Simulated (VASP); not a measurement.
Input of a VASP 6.6.1 run:

The input INCAR:

```
SYSTEM = Si
ALGO = Normal
EDIFF = 1E-7
ENCUT = 520
GGA = PE
ISIF = 2
ISMEAR = -1
LASPH = .TRUE.
LCHARG = .FALSE.
LREAL = .FALSE.
LWAVE = .FALSE.
NBANDS = 8
NELM = 100
PREC = Accurate
SIGMA = 0.1
```

Contents of KPOINTS:

```
k-points
0
G
  18 18 18
  0 0 0
```

File POSCAR:

```
Si
1.0
    0.0000000000      1.6783500000      1.6534244202
    1.6783500000      0.0000000000      1.6534244202
    1.6783500000      1.6783500000      0.0000000000
Si
1
Direct
    0.0000000000      0.0000000000      0.0000000000
```

Potentials or basis: VASP PAW PBE potentials, release 64 (Si).

Run with:

```sh
$ cat potpaw_PBE.64/Si/POTCAR > POTCAR
$ mpirun -np 1 vasp_std > vasp.out
```

**Question.** Predict the pressure.

**Answer.** 94.6 GPa.

**Question.** Estimate the band gap on the k mesh.

**Answer.** Zero (band 2 reaches 30.82 eV, above the bottom of band 3 at 13.43 eV).

Stress tensor (GPa, compression positive):
```
93.75  0.00  0.00
 0.00 93.75  0.00
 0.00  0.00 96.43
```
